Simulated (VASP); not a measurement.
Set up this calculation in VASP 6.6.1, as the native input.

| Quantity | Value |
| --- | --- |
| Task | single point |
| Functional | r2SCAN |
| Potentials or basis | VASP PAW PBE potentials, release 64 (Ba_sv, Ti_sv, O) |
| Cutoff | 520 eV |
| k mesh | 6 × 6 × 6 |
| Occupations | fermi-dirac, width 0.02 eV |
| Spin | no spin polarisation |
| Dipole correction | no |
| Further INCAR settings | ALGO = Normal; EDIFF = 1e-06; NBANDS = 28 |

Crystal: BaTiO3.

```xyz
5
Lattice="3.9632 0.0000 0.0000 0.0000 2.8579 2.8742 0.0000 -2.8579 2.8742" Properties=species:S:1:pos:R:3 pbc="T T T"
Ba    0.0000    0.0000    0.0285
Ti    1.9816    0.0000    2.9924
O     1.9816    1.3889    4.2180
O     1.9816   -1.3889    4.2180
O     0.0000    0.0000    2.7985
```

One way to write it, as run:

POSCAR

```
BaTiO3
1.0
    3.9631984557      0.0000000000      0.0000000000
    0.0000000000      2.8578841634      2.8741958914
    0.0000000000     -2.8578841634      2.8741958914
Ba Ti O
1 1 3
Direct
    0.0000000000      0.0049647928      0.0049647928
    0.5000000000      0.5205652015      0.5205652015
    0.5000000000      0.9767600020      0.4907771772
    0.5000000000      0.4907771772      0.9767600020
    0.0000000000      0.4868328265      0.4868328265
```

INCAR.step1

```
  PREC = Accurate
  ENCUT = 520
  ISMEAR = -1
  SIGMA = 0.02
  LREAL = False
  LASPH = True
  NELM = 80
  NBANDS = 28
  GGA = PE
  ALGO = Normal
  EDIFF = 1E-4
  LWAVE = True
  LCHARG = False
```

INCAR.step2

```
  PREC = Accurate
  ENCUT = 520
  EDIFF = 1E-6
  ISMEAR = -1
  SIGMA = 0.02
  LREAL = False
  LASPH = True
  NELM = 80
  ALGO = Normal
  ISIF = 2
  LWAVE = False
  LCHARG = False
  METAGGA = R2SCAN
  LMIXTAU = True
  NBANDS = 28
  ISTART = 1
```

KPOINTS

```
regular mesh
0
Gamma
  6 6 6
```

Potentials or basis: VASP PAW PBE potentials, release 64 (Ba_sv, Ti_sv, O).

Launch:

```console
$ cat potpaw_PBE.64/Ba_sv/POTCAR potpaw_PBE.64/Ti_sv/POTCAR potpaw_PBE.64/O/POTCAR > POTCAR
$ cp INCAR.step1 INCAR
$ mpirun -np 1 vasp_std > vasp.out
$ cp INCAR.step2 INCAR
$ mpirun -np 1 vasp_std > vasp.out
```

Results of the run:

```json
{
 "Pressure": "1.9 GPa",
 "Largest force": "0.174 eV/Å",
 "Band gap on the k mesh": "2.64 eV, indirect (least direct gap 3.12 eV)"
}
```

Caveat: the PAW data sets were made with another functional, which shifts forces and pressure a little; spin-orbit coupling is left out, which moves the levels of the heavy elements.

Run time: 3.3 min on 1 thread of Intel(R) Xeon(R) Platinum 8488C (Sapphire Rapids), with other jobs on the host, peak memory 0.24 GiB.
